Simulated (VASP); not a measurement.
SiO2, 36 atoms in the cell. It takes space group P4_12_12 (No. 92, tetragonal). Conventional cell: a = 7.489 Å, b = 7.489 Å, c = 8.649 Å, α = 90.00°, β = 90.00°, γ = 90.00°. Si (site symmetry 2) has 4 O at 1.62 to 1.66 Å within 2.2 Å. Within 2.2 Å of Si (site symmetry 1) lie 4 O at 1.62 to 1.67 Å. Within 2.2 Å of O (site symmetry 1) lie 2 Si at 1.63 to 1.66 Å. Within 2.2 Å of O (site symmetry 1) lie 2 Si at 1.62 to 1.67 Å. O (site symmetry 1) has 2 Si at 1.62 to 1.65 Å within 2.2 Å.  This cell differs from its parent crystal: volume scaled by 1.01, then relaxed in part.

```yaml
Program: VASP 6.6.1
Task: single point
Functional: PBE
Potentials_or_basis: VASP PAW PBE potentials, release 64 (Si, O)
Cutoff: 520 eV
k_mesh: 3 × 3 × 3
Occupations: fermi-dirac, width 0.02 eV
Spin: no spin polarisation
Dipole_correction: no
Further_INCAR_settings: LREAL = Auto; ALGO = Normal; EDIFF = 1e-06; NBANDS = 120
```

Potentials or basis: VASP PAW PBE potentials, release 64 (Si, O).

Launch:

```sh
$ cat potpaw_PBE.64/Si/POTCAR potpaw_PBE.64/O/POTCAR > POTCAR
$ mpirun -np 1 vasp_std > vasp.out
```

Hardware: 1 thread of AMD EPYC 9R45 96-Core Processor (Zen 5), with other jobs on the host.

Question: How long does it take, and how much memory?

Answer: Run time: 6.2 min on 1 thread of AMD EPYC 9R45 96-Core Processor (Zen 5) (shared host), peak memory 0.53 GiB. Counts: scf iterations 16, k points 6.
